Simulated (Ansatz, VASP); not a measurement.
**CuI in VASP and in Ansatz**

```
Cu I
1.0
     0.00000    3.31641    3.06027
     3.06027    0.00000    3.06027
     3.06027    3.31641    0.00000
Cu I
1 1
Direct
  0.75000 0.75000 0.75000
  0.00000 0.00000 0.00000
```

Alike in both runs: task single point; functional PBE; k mesh 8 × 8 × 8; occupations gaussian, width 0.05 eV; no spin polarisation.

|  | VASP | Ansatz |
| --- | --- | --- |
| version | VASP 6.6.1 | Ansatz 0.2.0 |
| potentials or method | VASP PAW PBE potentials, release 64 (Cu, I), cutoff 520 eV | scalar-relativistic, plane waves, PAW |
| valence electrons in the cell | 18 | 36 |

|  | VASP | Ansatz | Ansatz less VASP |
| --- | --- | --- | --- |
| gap on the k mesh at the Fermi level (eV) | 0.84 | 0.82 | -0.016 |
| least direct gap on the mesh (eV) | 0.84 | 0.82 | -0.016 |
| pressure (GPa) | -3.0 | -3.0 | -0.02 |
| traceless stress, the component that is largest in VASP (GPa) | -1.05 | -1.06 | -0.007 |

VASP's potentials hold 18 valence electrons a cell and Ansatz's 36, so a difference there can come from the potentials and not from the codes.

Neither program's run includes spin-orbit coupling.
